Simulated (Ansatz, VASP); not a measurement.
**WC in VASP and in Ansatz**

POSCAR

```
WC
1.0
    2.9005014360      0.0000000000      0.0000000000
   -1.4502507180      2.5119079273      0.0000000000
    0.0000000000      0.0000000000      2.8290000000
W C
1 1
Direct
   -0.1730424181     -0.1266758419     -0.0795334040
    0.6666666667      0.3333333333      0.5000000000
```

INCAR.step1

```
SYSTEM = WC
PREC = Accurate
ENCUT = 520
ISMEAR = 0
SIGMA = 0.15
LREAL = .FALSE.
LASPH = .TRUE.
NELM = 80
NBANDS = 16
GGA = PE
ALGO = Normal
EDIFF = 1E-4
LWAVE = .TRUE.
LCHARG = .FALSE.
```

The input INCAR.step2:

```
SYSTEM = WC
PREC = Accurate
ENCUT = 520
EDIFF = 1E-6
ISMEAR = 0
SIGMA = 0.15
LREAL = .FALSE.
LASPH = .TRUE.
NELM = 80
ALGO = Normal
ISIF = 2
LWAVE = .FALSE.
LCHARG = .FALSE.
METAGGA = R2SCAN
LMIXTAU = .TRUE.
NBANDS = 16
ISTART = 1
```

The input KPOINTS:

```
Automatic mesh
0
G
  18 18 16
  0 0 0
```

Input for Ansatz:

```yaml
crystal:
  lattice:
    - [2.900501436, 0.0, 0.0]
    - [-1.450250718, 2.5119079273, 0.0]
    - [0.0, 0.0, 2.829]
  atoms:
    - { symbol: W, position: [-0.1730424181, -0.1266758419, -0.079533404] }
    - { symbol: C, position: [0.6666666667, 0.3333333333, 0.5] }
basis:
  ecutwfc: 500
kpoints:
  mp_grid: { grid: [18, 18, 16] }
hamiltonian:
  xc: r2scan
scf:
  occupations: { method: gaussian, width: 0.15 }
output:
  forces: true
  stress: true
  eigenvalues: true
  write_density: true
  write_potential: true
  elf: true
  volumetric_format: npy
```

Alike in both runs: task single point; functional r2SCAN; k mesh 18 × 18 × 16; occupations gaussian, width 0.15 eV; no spin polarisation.

|  | VASP | Ansatz |
| --- | --- | --- |
| version | VASP 6.6.1 | Ansatz 0.2.0 |
| potentials or method | VASP PAW PBE potentials, release 64 (W_sv, C), cutoff 520 eV | scalar-relativistic, plane waves, PAW |
| valence electrons in the cell | 18 | 18 |

Ansatz gave:

| Item | Value |
| --- | --- |
| gap on the k mesh at the Fermi level (eV) | none |
| rms of the force components (eV/Å) | 4.298 |

Problem. Which values does VASP return?

Solution. gap on the k mesh at the Fermi level (eV): none; rms of the force components (eV/Å): 4.341.

VASP's potentials were made for PBE, not for r2SCAN. Atom by atom the forces differ by 0.048 eV/Å (rms over components). A gap of «none» marks a metal or a gap that the smearing closes.

Neither program's run includes spin-orbit coupling.
